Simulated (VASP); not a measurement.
# I (Pm-3m) in VASP: notebook

I is run at these levels: PBE; tasks: single point, relaxation of cell and atoms.

Everything below comes from runs of VASP 6.6.1. Logs are shortened: lines on timing, memory, paths and dates and some standing lists are left out, and cuts for length are marked.

### 1 The cell of the first run

Symmetry: Pm-3m, No. 221, cubic system. The conventional cell has a = 3.461 Å, b = 3.461 Å, c = 3.461 Å, α = 90.00°, β = 90.00°, γ = 90.00°. Within 4.5 Å of I (site symmetry m-3m) lie 6 I at 3.46 Å.

### 2 Single point, PBE

File INCAR:

```
SYSTEM = I
ALGO = Normal
EDIFF = 1E-6
ENCUT = 520
GGA = PE
ISIF = 2
ISMEAR = 1
LASPH = .True.
LCHARG = .False.
LREAL = .False.
LWAVE = .False.
NBANDS = 10
NELM = 60
PREC = Accurate
SIGMA = 0.02
```

File KPOINTS:

```
k-points
0
Gamma
  13 13 13
  0 0 0
```

File POSCAR:

```
I
1.0
    3.4613691089      0.0000000000      0.0000000000
    0.0000000000      3.4613691089      0.0000000000
    0.0000000000      0.0000000000      3.4613691089
I
1
Direct
    0.0000000000      0.0000000000      0.0000000000
```

Potentials or basis: VASP PAW PBE potentials, release 64 (I).

Launch:

```sh
cat potpaw_PBE.64/I/POTCAR > POTCAR
mpirun -np 1 vasp_std > vasp.out
```

OUTCAR:

```text
SYSTEM = I
   EDIFF = 1E-6
   ENCUT = 520
   GGA = PE
   ISIF = 2
   ISMEAR = 1
   LASPH = .True.
   LREAL = .False.
   NELM = 60
   PREC = Accurate

 ion  position               nearest neighbor table
   1  0.000  0.000  0.000-

  LATTYP: Found a simple cubic cell.
 ALAT       =     3.4613691089

  Lattice vectors:

 A1 = (   3.4613691089,   0.0000000000,   0.0000000000)
 A2 = (   0.0000000000,   3.4613691089,   0.0000000000)
 A3 = (   0.0000000000,   0.0000000000,   3.4613691089)

Analysis of symmetry for initial positions (statically):
=====================================================================
 Subroutine PRICEL returns:
 Original cell was already a primitive cell.

 Routine SETGRP: Setting up the symmetry group for a
 simple cubic supercell.

 Subroutine GETGRP returns: Found 48 space group operations
 (whereof 48 operations were pure point group operations)
 out of a pool of 48 trial point group operations.

The static configuration has the point symmetry O_h .

Analysis of symmetry for dynamics (positions and initial velocities):
=====================================================================
 Subroutine PRICEL returns:
 Original cell was already a primitive cell.

 Routine SETGRP: Setting up the symmetry group for a
 simple cubic supercell.

 Subroutine GETGRP returns: Found 48 space group operations
 (whereof 48 operations were pure point group operations)
 out of a pool of 48 trial point group operations.

The dynamic configuration has the point symmetry O_h .

 Subroutine INISYM returns: Found 48 space group operations
 (whereof 48 operations are pure point group operations),
 and found     1 'primitive' translations

----------------------------------------------------------------------------------------

                                     Primitive cell

  volume of cell :      41.4709

  direct lattice vectors                    reciprocal lattice vectors
     3.461369109  0.000000000  0.000000000     0.288903023  0.000000000  0.000000000
     0.000000000  3.461369109  0.000000000     0.000000000  0.288903023  0.000000000
     0.000000000  0.000000000  3.461369109     0.000000000  0.000000000  0.288903023

  length of vectors
     3.461369109  3.461369109  3.461369109     0.288903023  0.288903023  0.288903023

  position of ions in fractional coordinates (direct lattice)
     0.000000000  0.000000000  0.000000000

  ion indices of the primitive-cell ions
   primitive index   ion index
[... 72 lines left out ...]
   NELM   =     60;   NELMIN=  2; NELMDL= -5     # of ELM steps
   EDIFF  = 0.1E-05   stopping-criterion for ELM
   LREAL  =      F    real-space projection
   EDIFFG = 0.1E-04   stopping-criterion for IOM
   NSW    =      0    number of steps for IOM
   IBRION =     -1    ionic relax: 0-MD 1-quasi-New 2-CG
   NFREE  =      0    steps in history (QN), initial steepest desc. (CG)
   ISIF   =      2    stress and relaxation
   ISYM   =      2    0-nonsym 1-usesym 2-fastsym
   POTIM  = 0.5000    time-step for ionic-motion
   TEBEG  =    0.0;   TEEND  =   0.0 temperature during run
   PSTRESS=    0.0 pullay stress
   NELECT =       7.0000    total number of electrons
   NUPDOWN=      -1.0000    fix difference up-down
   EMIN   =  10.00;   EMAX   =-10.00  energy-range for DOS
   EFERMI =   0.00;   METHOD = LEGACY
   ISMEAR =     1;   SIGMA  =   0.02  broadening in eV -4-tet -1-fermi 0-gaus
   EFERMI_NEDOS =   21; number of points for ismear=-14 and -15
   IALGO  =     38    algorithm
   IMIX   =      4    mixing-type and parameters
     AMIX     =   0.40;   BMIX     =  1.00
     AMIX_MAG =   1.60;   BMIX_MAG =  1.00
  volume/ion in A,a.u.               =      41.47       279.86
  Fermi-wavevector in a.u.,A,eV,Ry     =   0.904745  1.709720 11.137236  0.818564
  Thomas-Fermi vector in A             =   2.028229
   LORBIT       =      0    0 simple, 1 ext, 2 COOP (PROOUT), +10 PAW based schemes
   GGA     = PE    functional components
   LHFCALC =     F    Hartree Fock is set to
   AEXX    =    0.0000 exact exchange contribution
   IVDW    =     0    specifies the selected vdW correction
   LEPSILON=     F    determine dielectric tensor
   LRPA    =     F    only Hartree local field effects (RPA)
 non-spin polarized calculation
 Methfessel and Paxton  Order N= 1 SIGMA  =   0.02
  energy-cutoff  :      520.00
  volume of cell :       41.47
 maximum number of plane-waves:      1141
 NGX is ok and might be reduce to    28
   NGX = 13   NGY = 13   NGZ = 13

 number of electron       6.9999998 magnetization

 Free energy of the ion-electron system (eV)
  ---------------------------------------------------
  ext. energy  EPLUGINS =         0.00000000
  ---------------------------------------------------
  free energy    TOTEN  =        -1.19811754 eV

  energy without entropy =       -1.19802673  energy(sigma->0) =       -1.19808727

 E-fermi :   3.2497     XC(G=0):  -8.1714

 val. band max:        3.2366070717   @ k =   0.2308   0.2308   0.0769
 cond. band min:       3.2501685853   @ k =   0.1538   0.0769   0.0000
 fundamental gap:      0.0135615136
 Fermi energy:         3.2496554243

 k-point     1 :       0.0000    0.0000    0.0000
  band No.  band energies     occupation
      1     -10.2272      2.00000
      2       3.0897      2.00000
      3       3.0897      2.00000
      4       3.0897      2.00000
      5       8.6878      0.00000
      6       9.8267      0.00000
      7       9.8267      0.00000
      8      18.9747      0.00000
      9      18.9747      0.00000
     10      18.9747      0.00000
[... 287 lines left out ...]
 k-point    24 :       0.3846    0.3077    0.0000
  band No.  band energies     occupation
      1      -9.0239      2.00000
      2      -0.3509      2.00000
      3       0.5232      2.00000
      4       4.0487      0.00000
      5       8.6931      0.00000
      6      11.6233      0.00000
      7      14.7799      0.00000
      8      15.4114      0.00000
      9      15.7710      0.00000
     10      15.8334      0.00000

 [... further k-points ...]
[... 5 lines left out ...]
  --------------------------------------------------------------------------------------
  -------------------------------------------------------------------------------------
  Total       -0.0016976     -0.0016976     -0.0016976     -0.0000000      0.0000000     -0.0000000
  in kB       -0.0655863     -0.0655863     -0.0655863     -0.0000000      0.0000000     -0.0000000
  external PRESSURE =      -0.0655863 kB  Pullay stress =       0.0000000 kB

 VOLUME and BASIS-vectors are now :
 -----------------------------------------------------------------------------
  energy-cutoff  :      520.00
  volume of cell :       41.47
      direct lattice vectors                 reciprocal lattice vectors
     3.461369109  0.000000000  0.000000000     0.288903023  0.000000000  0.000000000
     0.000000000  3.461369109  0.000000000     0.000000000  0.288903023  0.000000000
     0.000000000  0.000000000  3.461369109     0.000000000  0.000000000  0.288903023

 POSITION                                       TOTAL-FORCE (eV/Angst)
 -----------------------------------------------------------------------------------
      0.00000      0.00000      0.00000         0.000000      0.000000      0.000000
 -----------------------------------------------------------------------------------
    total drift:                                0.000000      0.000000      0.000000

  FREE ENERGIE OF THE ION-ELECTRON SYSTEM (eV)
  ---------------------------------------------------
  free  energy   TOTEN  =        -1.1981175384 eV

  energy  without entropy=       -1.1980267350  energy(sigma->0) =       -1.19808727
```

stdout:

```text
POSCAR found type information on POSCAR I
 POSCAR found :  1 types and       1 ions
 scaLAPACK will be used
 LDA part: xc-table for (Slater+PW92), standard interpolation
 POSCAR, INCAR and KPOINTS ok, starting setup
 FFT: planning ... GRIDC
 FFT: planning ... GRID_SOFT
 FFT: planning ... GRID
 WAVECAR not read
 entering main loop
```

Run time: 9.4 s. Hardware: 1 thread of Intel Xeon 6975P-C (Granite Rapids), shared host; peak memory 0.17 GiB.

Results:

```
Free energy : -1.1981 eV
Pressure    : 0.0 GPa
```

Levels at points of the mesh, in eV from the Fermi level:
| k point | band 2 | band 3 | band 4 | band 5 | band 6 | band 7 |
| --- | --- | --- | --- | --- | --- | --- |
| (0.00, 0.00, 0.00) | -0.16 | -0.16 | -0.16 | 5.44 | 6.58 | 6.58 |

Caveat: spin-orbit coupling is left out, which moves the levels of the heavy elements; an odd number of electrons without spin polarisation forces a metal; a magnetic or distorted state may lie lower.

### 3 Relaxation of cell and atoms, PBE

This run uses another cell than the first one, of 35.94 Å³/atom, 0.867 times its volume.

File INCAR:

```
SYSTEM = I
ALGO     = Normal         ! electronic algorithm
EDIFF    = 1E-6           ! SCF threshold, eV
EDIFFG   = -0.03          ! ionic threshold
ENCUT    = 600            ! plane-wave cutoff, eV
GGA      = PE             ! functional
IBRION   = 2              ! ionic algorithm
ISIF     = 3              ! what is computed and relaxed
ISMEAR   = 1              ! smearing method
LASPH    = .True.         ! aspherical terms in the spheres
LCHARG   = .False.        ! write CHGCAR
LREAL    = .False.        ! projectors in reciprocal space
LWAVE    = .False.        ! write WAVECAR
NELM     = 80             ! most SCF steps
NSW      = 80             ! ionic steps
PREC     = Accurate       ! precision mode
SIGMA    = 0.02           ! smearing width, eV
```

KPOINTS is that of step 2.

File POSCAR:

```
I
1.0
    3.3000000000      0.0000000000      0.0000000000
    0.0000000000      3.3000000000      0.0000000000
    0.0000000000      0.0000000000      3.3000000000
I
1
Direct
    0.0000000000      0.0000000000      0.0000000000
```

Potentials or basis: VASP PAW PBE potentials, release 64 (I).

Launch:

```sh
cat potpaw_PBE.64/I/POTCAR > POTCAR
mpirun -np 1 vasp_std > vasp.out
```

Run time: 18 s. Hardware: 1 thread of Intel Xeon 6975P-C (Granite Rapids), shared host; peak memory 0.18 GiB.

The run converged. Its results:

* Free energy: -1.1979 eV
* Relaxed volume: 41.43 Å³/atom
* Relaxed cell: a = 3.460 Å, b = 3.460 Å, c = 3.460 Å, α = 90.00°, β = 90.00°, γ = 90.00°
* Space group after relaxing (to 0.05 Å): Pm-3m (No. 221)
* Energy gained by relaxing: 71.1 meV/atom
* Ionic steps: 3
* Pressure after relaxing: 0.0 GPa

Step by step:
```csv
step,energy change (eV),largest force (eV/Å),pressure (GPa),volume (Å³)
1,0.0000,0.0000,4.79,35.94
2,-0.0709,0.0000,-0.20,41.82
3,-0.0711,0.0000,-0.01,41.43
```

Final structure:
```yaml
crystal:
  lattice:
    - [3.46024, 0.00000, 0.00000]
    - [0.00000, 3.46024, 0.00000]
    - [0.00000, 0.00000, 3.46024]
  atoms:
    - { symbol: I, position: [0.00000, 0.00000, 0.00000] }
```

Levels at points of the mesh, in eV from the Fermi level:
| k point | band 1 | band 2 | band 3 | band 4 | band 5 | band 6 | band 7 |
| --- | --- | --- | --- | --- | --- | --- | --- |
| (0.00, 0.00, 0.00) | -13.48 | -0.16 | -0.16 | -0.16 | 5.45 | 6.57 | 6.57 |

Caveat: the volume moved by over 15 % at a fixed basis, so the end points are rough; spin-orbit coupling is left out, which moves the levels of the heavy elements; an odd number of electrons without spin polarisation forces a metal; a magnetic or distorted state may lie lower.
